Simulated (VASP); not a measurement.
The system is Si.

```xyz
2
Lattice="-2.3714 2.3714 1.3293 2.3714 -2.3714 1.3293 2.3714 2.3714 -1.3293" Properties=species:S:1:pos:R:3 pbc="T T T"
Si    0.0000    0.0000    1.3293
Si    2.3714    0.0000    0.6646
```

```yaml
Program: VASP 6.6.1
Task: relaxation of cell and atoms
Functional: BLYP
Dispersion: D4
Potentials_or_basis: VASP PAW PBE potentials, release 64 (Si)
Cutoff: 600 eV
k_mesh: 11 × 11 × 11
Occupations: fermi-dirac, width 0.05 eV
Spin: no spin polarisation
```

At the start: pressure 2.3 GPa; volume 14.95 Å³/atom.

Question: Where does the relaxation end?

Answer: Over 3 steps the energy falls by 2.3 meV/atom and the volume is 15.28 Å³/atom (+2.2 %); space group I4_1/amd (No. 141, to 0.1 Å) before and after.

Step by step:
| step | energy change (eV) | largest force (eV/Å) | pressure (GPa) | volume (Å³) |
| --- | --- | --- | --- | --- |
| 1 | 0.0000 | 0.0000 | 2.25 | 29.90 |
| 2 | -0.0038 | 0.0000 | -0.83 | 30.82 |
| 3 | -0.0045 | 0.0000 | -0.01 | 30.55 |

Final structure:
```xyz
2
Lattice="-2.3895 2.3895 1.3378 2.3895 -2.3895 1.3378 2.3895 2.3895 -1.3378" Properties=species:S:1:pos:R:3 pbc="T T T"
Si    0.0000    0.0000    1.3378
Si    2.3895    0.0000    0.6689
```

Caveat: the PAW data sets were made with another functional, which shifts forces and pressure a little.
